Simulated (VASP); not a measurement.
# Os (I4/mmm) in VASP: a series of runs

Runs on Os. Level: PBEsol. Tasks: single point.

Program: VASP 6.6.1. These are calculated values, not measurements. Logs are shortened: lines on timing, memory, paths and dates and some standing lists are left out, and cuts for length are marked.

### Step 1. The cell of the first run

It takes space group I4/mmm (No. 139, tetragonal). Conventional cell: a = 2.988 Å, b = 2.988 Å, c = 3.296 Å, α = 90.00°, β = 90.00°, γ = 90.00°. Within 3.5 Å of Os (site symmetry 4/mmm) lie 14 Os at 2.68 to 3.30 Å.

### Step 2. Single point, PBEsol

INCAR

```
PREC = Accurate
ENCUT = 520
EDIFF = 1E-6
ISMEAR = 0
SIGMA = 0.15
LREAL = F
LASPH = T
NELM = 60
ALGO = Fast
ISIF = 2
LWAVE = F
LCHARG = F
GGA = PS
NBANDS = 10
```

KPOINTS

```
Automatic mesh
0
Gamma
  24 24 24
```

POSCAR

```
Os
1.0
    0.0000000000      2.1129444109      1.6480966405
    2.1129444109      0.0000000000      1.6480966405
    2.1129444109      2.1129444109      0.0000000000
Os
1
Direct
    0.0000000000      0.0000000000      0.0000000000
```

Potentials or basis: VASP PAW PBE potentials, release 64 (Os).

On the command line:

```bash
cat potpaw_PBE.64/Os/POTCAR > POTCAR
mpirun -np 1 vasp_std > vasp.out
```

OUTCAR:

```text
PREC = Accurate
   ENCUT = 520
   EDIFF = 1E-6
   ISMEAR = 0
   LREAL = F
   LASPH = T
   NELM = 60
   ISIF = 2
   GGA = PS

 ion  position               nearest neighbor table
   1  0.000  0.000  0.000-

  LATTYP: Found a body centered tetragonal cell.
 ALAT       =     2.9881546424
 C/A-ratio  =     1.1030865786

  Lattice vectors:

 A1 = (   0.0000000000,  -2.1129444109,  -1.6480966405)
 A2 = (   0.0000000000,   2.1129444109,  -1.6480966405)
 A3 = (   2.1129444109,   0.0000000000,   1.6480966405)

Analysis of symmetry for initial positions (statically):
=====================================================================
 Subroutine PRICEL returns:
 Original cell was already a primitive cell.

 Routine SETGRP: Setting up the symmetry group for a
 body centered tetragonal supercell.

 Subroutine GETGRP returns: Found 16 space group operations
 (whereof 16 operations were pure point group operations)
 out of a pool of 16 trial point group operations.

The static configuration has the point symmetry D_4h.

Analysis of symmetry for dynamics (positions and initial velocities):
=====================================================================
 Subroutine PRICEL returns:
 Original cell was already a primitive cell.

 Routine SETGRP: Setting up the symmetry group for a
 body centered tetragonal supercell.

 Subroutine GETGRP returns: Found 16 space group operations
 (whereof 16 operations were pure point group operations)
 out of a pool of 16 trial point group operations.

The dynamic configuration has the point symmetry D_4h.

 Subroutine INISYM returns: Found 16 space group operations
 (whereof 16 operations are pure point group operations),
 and found     1 'primitive' translations

----------------------------------------------------------------------------------------

                                     Primitive cell

  volume of cell :      14.7160

  direct lattice vectors                    reciprocal lattice vectors
     0.000000000  2.112944411  1.648096640    -0.236636609  0.236636609  0.303380268
     2.112944411  0.000000000  1.648096640     0.236636609 -0.236636609  0.303380268
     2.112944411  2.112944411  0.000000000     0.236636609  0.236636609 -0.303380268

  length of vectors
     2.679693382  2.679693382  2.988154642     0.451700516  0.451700516  0.451700516

  position of ions in fractional coordinates (direct lattice)
     0.000000000  0.000000000  0.000000000

  ion indices of the primitive-cell ions
   primitive index   ion index
                 1           1

----------------------------------------------------------------------------------------

 KPOINTS: Automatic mesh

Automatic generation of k-mesh.
 Grid dimensions read from file:
 generate k-points for:   24   24   24

 Generating k-lattice:

  Cartesian coordinates                     Fractional coordinates (reciprocal lattice)
    -0.009859859  0.009859859  0.012640844     0.041666667  0.000000000  0.000000000
     0.009859859 -0.009859859  0.012640844     0.000000000  0.041666667  0.000000000
     0.009859859  0.009859859 -0.012640844     0.000000000  0.000000000  0.041666667

  Length of vectors
     0.018820855  0.018820855  0.018820855

  Shift w.r.t. Gamma in fractional coordinates (k-lattice)
     0.000000000  0.000000000  0.000000000

 Subroutine IBZKPT returns following result:
 ===========================================

 Found   1063 irreducible k-points:

 Following reciprocal coordinates:
            Coordinates               Weight
  0.000000  0.000000  0.000000      1.000000
  0.041667  0.000000  0.000000      8.000000
  0.083333 -0.000000  0.000000      8.000000
  0.125000  0.000000  0.000000      8.000000
  0.166667 -0.000000  0.000000      8.000000
  0.208333  0.000000  0.000000      8.000000
[... 16 lines left out ...]
  0.416667  0.041667  0.000000      8.000000
  0.458333  0.041667  0.000000      8.000000
 [... further k-points ...]
   k-points           NKPTS =   1063   k-points in BZ     NKDIM =   1063   number of bands    NBANDS=     10
   number of dos      NEDOS =    301   number of ions     NIONS =      1
   total plane-waves  NPLWV =   9600
   dimension x,y,z NGX =    20 NGY =   20 NGZ =   24
   dimension x,y,z NGXF=    40 NGYF=   40 NGZF=   48
   ions per type =               1
   NGX,Y,Z   is equivalent  to a cutoff of  12.41, 12.41, 13.35 a.u.
   NGXF,Y,Z  is equivalent  to a cutoff of  24.82, 24.82, 26.70 a.u.
 SYSTEM =  unknown system
   PREC   = accura    normal or accurate (medium, high low for compatibility)
   ISTART =      0    job   : 0-new  1-cont  2-samecut
   ICHARG =      2    charge: 1-file 2-atom 10-const
   ISPIN  =      1    spin polarized calculation?
   LNONCOLLINEAR =      F non collinear calculations
   LSORBIT =      F    spin-orbit coupling
   LASPH  =      T    aspherical Exc in radial PAW
   ENCUT  =  520.0 eV  38.22 Ry    6.18 a.u.   4.98  4.98  5.56*2*pi/ulx,y,z
   NELM   =     60;   NELMIN=  2; NELMDL= -5     # of ELM steps
   EDIFF  = 0.1E-05   stopping-criterion for ELM
   LREAL  =      F    real-space projection
   EDIFFG = 0.1E-04   stopping-criterion for IOM
   NSW    =      0    number of steps for IOM
   IBRION =     -1    ionic relax: 0-MD 1-quasi-New 2-CG
   NFREE  =      0    steps in history (QN), initial steepest desc. (CG)
   ISIF   =      2    stress and relaxation
   ISYM   =      2    0-nonsym 1-usesym 2-fastsym
   POTIM  = 0.5000    time-step for ionic-motion
   TEBEG  =    0.0;   TEEND  =   0.0 temperature during run
   PSTRESS=    0.0 pullay stress
   NELECT =       8.0000    total number of electrons
   NUPDOWN=      -1.0000    fix difference up-down
   EMIN   =  10.00;   EMAX   =-10.00  energy-range for DOS
   EFERMI =   0.00;   METHOD = LEGACY
   ISMEAR =     0;   SIGMA  =   0.15  broadening in eV -4-tet -1-fermi 0-gaus
   EFERMI_NEDOS =   21; number of points for ismear=-14 and -15
   IALGO  =     68    algorithm
   IMIX   =      4    mixing-type and parameters
     AMIX     =   0.40;   BMIX     =  1.00
     AMIX_MAG =   1.60;   BMIX_MAG =  1.00
  volume/ion in A,a.u.               =      14.72        99.31
  Fermi-wavevector in a.u.,A,eV,Ry     =   1.336109  2.524880 24.288947  1.785187
  Thomas-Fermi vector in A             =   2.464761
   LORBIT       =      0    0 simple, 1 ext, 2 COOP (PROOUT), +10 PAW based schemes
   GGA     = PS    functional components
   LHFCALC =     F    Hartree Fock is set to
   AEXX    =    0.0000 exact exchange contribution
   IVDW    =     0    specifies the selected vdW correction
   LEPSILON=     F    determine dielectric tensor
   LRPA    =     F    only Hartree local field effects (RPA)
 non-spin polarized calculation
 RMM-DIIS sequential band-by-band and
 Gauss-broadening in eV      SIGMA  =   0.15
  energy-cutoff  :      520.00
  volume of cell :       14.72
 maximum number of plane-waves:       418
   NGX =  9   NGY =  9   NGZ = 11

 number of electron       8.0000000 magnetization

 Free energy of the ion-electron system (eV)
  ---------------------------------------------------
  ext. energy  EPLUGINS =         0.00000000
  ---------------------------------------------------
  free energy    TOTEN  =       -11.49665905 eV

  energy without entropy =      -11.48384456  energy(sigma->0) =      -11.49025180

 E-fermi :   8.7450     XC(G=0): -13.8554

 val. band max:        8.7435074709   @ k =   0.3750   0.1250   0.2500
 cond. band min:       8.7467201439   @ k =  -0.2500   0.0417   0.2083
 fundamental gap:      0.0032126731
 Fermi energy:         8.7449714933

 k-point     1 :       0.0000    0.0000    0.0000
  band No.  band energies     occupation
      1      -1.9766      2.00000
      2       5.2799      2.00000
      3       5.2799      2.00000
      4       6.3329      2.00000
      5       7.9324      2.00000
      6       9.3014      0.00000
      7      23.9083      0.00000
      8      25.7919      0.00000
      9      25.7919      0.00000
     10      35.1196      0.00000

 k-point     2 :       0.0417    0.0000    0.0000
  band No.  band energies     occupation
      1      -1.8969      2.00000
      2       5.2794      2.00000
      3       5.3044      2.00000
      4       6.3417      2.00000
      5       7.9003      2.00000
      6       9.2720      0.00000
      7      24.0380      0.00000
      8      25.8441      0.00000
      9      25.9210      0.00000
     10      33.6418      0.00000

 k-point     3 :       0.0833   -0.0000    0.0000
  band No.  band energies     occupation
      1      -1.6621      2.00000
      2       5.2723      2.00000
      3       5.3443      2.00000
      4       6.4046      2.00000
      5       7.8163      2.00000
      6       9.1967      0.00002
      7      24.3899      0.00000
      8      25.9512      0.00000
      9      26.3026      0.00000
     10      32.3921      0.00000

 k-point     4 :       0.1250    0.0000    0.0000
  band No.  band energies     occupation
      1      -1.2863      2.00000
      2       5.2454      2.00000
      3       5.3214      2.00000
      4       6.6072      2.00000
      5       7.7165      2.00000
      6       9.1046      0.00070
      7      24.8386      0.00000
      8      25.9663      0.00000
      9      26.9219      0.00000
     10      31.5885      0.00000

 k-point     5 :       0.1667   -0.0000    0.0000
  band No.  band energies     occupation
      1      -0.7963      2.00000
      2       5.1927      2.00000
      3       5.1999      2.00000
      4       6.9938      2.00000
      5       7.6481      2.00000
      6       9.0249      0.00832
      7      25.0506      0.00000
      8      25.8186      0.00000
      9      27.7561      0.00000
     10      31.3921      0.00000

 k-point     6 :       0.2083    0.0000    0.0000
  band No.  band energies     occupation
      1      -0.2378      2.00000
      2       5.0107      2.00000
      3       5.1412      2.00000
      4       7.5400      2.00000
      5       7.6411      2.00000
      6       8.9800      0.02672
      7      24.5294      0.00000
      8      25.6646      0.00000
      9      28.7768      0.00000
     10      31.5459      0.00000
[... 183 lines left out ...]
 k-point    21 :       0.3333    0.0417    0.0000
  band No.  band energies     occupation
      1       1.1243      2.00000
      2       4.4687      2.00000
      3       5.6527      2.00000
      4       7.8204      2.00000
      5       9.0588      0.00309
      6       9.7787      0.00000
      7      21.0846      0.00000
      8      23.7696      0.00000
      9      29.6857      0.00000
     10      32.8053      0.00000

 k-point    22 :       0.3750    0.0417    0.0000
  band No.  band energies     occupation
      1       1.2640      2.00000
      2       4.2991      2.00000
      3       6.2531      2.00000
      4       7.8291      2.00000
      5       9.3271      0.00000
      6      10.5323      0.00000
      7      19.8210      0.00000
      8      22.9399      0.00000
      9      28.3993      0.00000
     10      33.2584      0.00000

 k-point    23 :       0.4167    0.0417    0.0000
  band No.  band energies     occupation
      1       1.2962      2.00000
      2       4.1684      2.00000
      3       6.9528      2.00000
      4       7.7565      2.00000
      5       9.6715      0.00000
      6      11.1796      0.00000
      7      18.6156      0.00000
      8      22.3348      0.00000
      9      27.2929      0.00000
     10      32.4771      0.00000

 k-point    24 :       0.4583    0.0417    0.0000
  band No.  band energies     occupation
      1       1.2881      2.00000
      2       4.0840      2.00000
      3       7.5220      2.00000
      4       7.7052      2.00000
      5       9.9774      0.00000
      6      11.6216      0.00000
      7      17.6759      0.00000
      8      21.9631      0.00000
      9      26.5655      0.00000
     10      31.8933      0.00000

 [... further k-points ...]

------------------------ aborting loop because EDIFF is reached ----------------------------------------

  FORCE on cell =-STRESS in cart. coord.  units (eV):
  Direction    XX          YY          ZZ          XY          YZ          ZX
  --------------------------------------------------------------------------------------
  -------------------------------------------------------------------------------------
  Total       -2.6728348     -2.6728348      2.3027193      0.0000000      0.0000000     -0.0000000
  in kB     -291.0005981   -291.0005981    250.7048728      0.0000000      0.0000000     -0.0000000
  external PRESSURE =    -110.4321078 kB  Pullay stress =       0.0000000 kB

 VOLUME and BASIS-vectors are now :
 -----------------------------------------------------------------------------
  energy-cutoff  :      520.00
  volume of cell :       14.72
      direct lattice vectors                 reciprocal lattice vectors
     0.000000000  2.112944411  1.648096640    -0.236636609  0.236636609  0.303380268
     2.112944411  0.000000000  1.648096640     0.236636609 -0.236636609  0.303380268
     2.112944411  2.112944411  0.000000000     0.236636609  0.236636609 -0.303380268

 POSITION                                       TOTAL-FORCE (eV/Angst)
 -----------------------------------------------------------------------------------
      0.00000      0.00000      0.00000         0.000000      0.000000     -0.000000
 -----------------------------------------------------------------------------------
    total drift:                                0.000000     -0.000000      0.000000

  FREE ENERGIE OF THE ION-ELECTRON SYSTEM (eV)
  ---------------------------------------------------
  free  energy   TOTEN  =       -11.4966590502 eV

  energy  without entropy=      -11.4838445555  energy(sigma->0) =      -11.49025180
```

Run time: 2.8 min. Hardware: 1 thread of Intel Xeon 8259CL, shared host; peak memory 0.28 GiB.

What came out:

| Quantity | Value |
| --- | --- |
| Free energy | -11.4967 eV |
| Pressure | -11.0 GPa |
| Band gap on the k mesh | zero (bands 4 and 5 overlap by 4.82 eV) |

Stress tensor (GPa, compression positive):
```
-29.10   0.00   0.00
  0.00 -29.10   0.00
  0.00   0.00  25.07
```

Levels at points of the mesh, in eV from the Fermi level:
```csv
k point,band 1,band 2,band 3,band 4,band 5,band 6,band 7,band 8
"(0.00, 0.00, 0.00)",-10.72,-3.47,-3.47,-2.41,-0.81,0.56,15.16,17.05
"(0.50, 0.00, 0.00)",-7.53,-4.77,-1.03,-0.35,0.84,3.03,8.53,12.85
"(0.50, 0.50, 0.00)",-7.19,-6.99,2.18,2.56,2.56,5.95,8.87,8.87
"(0.50, 0.00, 0.50)",-7.49,-5.92,0.38,0.80,1.12,3.36,9.42,12.05
```

Caveat: the stress differs along the axes, from -29 to 25 GPa; the PAW data sets were made with another functional, which shifts forces and pressure a little; spin-orbit coupling is left out, which moves the levels of the heavy elements.

### Step 3. Single point, PBEsol

This run uses another cell than the first one, of the same volume but with other edges.

INCAR

```
SYSTEM = Os
PREC = Accurate
ENCUT = 520
EDIFF = 1E-6
ISMEAR = 0
SIGMA = 0.15
LREAL = .False.
LASPH = .True.
NELM = 100
ALGO = Fast
ISIF = 2
LWAVE = .False.
LCHARG = .False.
GGA = PS
NBANDS = 10
```

KPOINTS

```
Automatic mesh
0
Gamma
  24 24 24
  0 0 0
```

POSCAR

```
Os
1.0
    0.0000000000      1.7821263362      2.3167642370
    1.7821263362      0.0000000000      2.3167642370
    1.7821263362      1.7821263362      0.0000000000
Os
1
Direct
    0.0000000000      0.0000000000      0.0000000000
```

Potentials or basis: VASP PAW PBE potentials, release 64 (Os).

On the command line:

```bash
cat potpaw_PBE.64/Os/POTCAR > POTCAR
mpirun -np 1 vasp_std > vasp.out
```

Run time: 2.6 min. Hardware: 1 thread of Intel Xeon 8259CL, shared host; peak memory 0.29 GiB.

Results (log left out):

```yaml
Free_energy: -11.3196 eV
Pressure: -2.8 GPa
Band_gap_on_the_k_mesh: zero (bands 4 and 5 overlap by 3.75 eV)
```

Stress tensor (GPa, compression positive):
```
 26.50   0.00   0.00
  0.00  26.50   0.00
  0.00   0.00 -61.37
```

Levels at points of the mesh, in eV from the Fermi level:
| k point | band 1 | band 2 | band 3 | band 4 | band 5 | band 6 | band 7 | band 8 |
| --- | --- | --- | --- | --- | --- | --- | --- | --- |
| (0.00, 0.00, 0.00) | -10.55 | -5.19 | -3.03 | -1.19 | -1.19 | 2.20 | 15.14 | 15.24 |
| (0.50, 0.00, 0.00) | -7.32 | -4.65 | -1.32 | -0.16 | 1.63 | 2.24 | 9.16 | 12.29 |
| (0.50, 0.50, 0.00) | -7.64 | -6.65 | -0.94 | 2.45 | 2.45 | 2.87 | 7.03 | 15.19 |
| (0.50, 0.00, 0.50) | -7.35 | -6.16 | 0.36 | 1.10 | 4.14 | 5.06 | 9.60 | 12.33 |

Caveat: the stress differs along the axes, from -61 to 26 GPa; the PAW data sets were made with another functional, which shifts forces and pressure a little; spin-orbit coupling is left out, which moves the levels of the heavy elements.
